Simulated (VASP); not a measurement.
LiH:

```xyz
2
Lattice="-0.0181 2.0030 2.0030 2.0030 -0.0181 2.0030 1.9849 1.9849 0.0000" Properties=species:S:1:pos:R:3 pbc="T T T"
Li    0.0000    0.0000    0.0000
H     1.9849    1.9849    2.0030
```

This cell differs from its parent crystal: shear xy strain -1.8%.

Base run:

```yaml
Program: VASP 6.6.1
Functional: PBE
Potentials_or_basis: VASP PAW PBE potentials, release 64 (Li_sv, H)
Cutoff: 520 eV
k_mesh: 10 × 10 × 10
Occupations: fermi-dirac, width 0.02 eV
Spin: no spin polarisation
```

Its results: band gap on the k mesh 2.97 eV.

Q: The run is repeated on the same cell with these changes: functional from PBE to r2SCAN; occupations from fermi-dirac, width 0.02 eV to gaussian, width 0.01 eV. What comes out?

A: Band gap on the k mesh 3.58 eV.

A k mesh can miss the band edges.
